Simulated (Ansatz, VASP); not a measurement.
**HgTe in VASP and in Ansatz**

INCAR

```
SYSTEM = HgTe
ALGO     = Normal         ! electronic algorithm
EDIFF    = 1E-6           ! SCF threshold, eV
EDIFFG   = -0.005         ! ionic threshold
ENCUT    = 600            ! plane-wave cutoff, eV
GGA      = PE             ! functional
IBRION   = 2              ! ionic algorithm
ISIF     = 3              ! what is computed and relaxed
ISMEAR   = 0              ! smearing method
LASPH    = .True.         ! aspherical terms in the spheres
LCHARG   = .False.        ! write CHGCAR
LREAL    = .False.        ! projectors in reciprocal space
LWAVE    = .False.        ! write WAVECAR
NELM     = 60             ! most SCF steps
NSW      = 100            ! ionic steps
PREC     = Accurate       ! precision mode
SIGMA    = 0.1            ! smearing width, eV
```

File KPOINTS:

```
k-points
0
Gamma
  12 12 12
  0 0 0
```

File POSCAR:

```
HgTe
1.0
    0.0000000000      3.2235000000      3.2235000000
    3.2235000000      0.0000000000      3.2235000000
    3.2235000000      3.2235000000      0.0000000000
Hg Te
1 1
Direct
    0.0000000000      0.0000000000      0.0000000000
    0.7500000000      0.7500000000      0.7500000000
```

Input for Ansatz:

```yaml
crystal:
  lattice:
    - [0.0, 3.2235, 3.2235]
    - [3.2235, 0.0, 3.2235]
    - [3.2235, 3.2235, 0.0]
  atoms:
    - { symbol: Hg, position: [0.0, 0.0, 0.0] }
    - { symbol: Te, position: [0.75, 0.75, 0.75] }
basis:
  ecutwfc: 420
kpoints:
  mp_grid: { grid: [12, 12, 12] }
hamiltonian:
  xc: pbe
scf:
  occupations: { method: gaussian, width: 0.1 }
output:
  forces: true
  stress: true
  eigenvalues: true
  write_density: true
  write_potential: true
  elf: true
  volumetric_format: npy
relax:
  adjacent_minimum: "off"
  f_tol: 0.005
  max_steps: 80
  cell: { stress_tol: 0.05 }
```

Alike in both runs: task relaxation of cell and atoms; functional PBE; k mesh 12 × 12 × 12; occupations gaussian, width 0.1 eV; no spin polarisation.

|  | VASP | Ansatz |
| --- | --- | --- |
| version | VASP 6.6.1 | Ansatz 0.2.0 |
| potentials or method | VASP PAW PBE potentials, release 64 (Hg, Te), cutoff 600 eV | scalar-relativistic, plane waves, PAW |
| valence electrons in the cell | 18 | 36 |

```tsv
	VASP	Ansatz	Ansatz less VASP
gap on the k mesh at the Fermi level, each at its own relaxed structure (eV)	none	none	-
relaxed volume (Å³/atom)	36.81	36.75	-0.056
relaxed cell length with the largest relative difference (Å)	4.704	4.702	-0.0024
```

A gap of «none» marks a metal or a gap that the smearing closes. VASP's potentials hold 18 valence electrons a cell and Ansatz's 36, so a difference there can come from the potentials and not from the codes.

Spin-orbit coupling is off throughout.
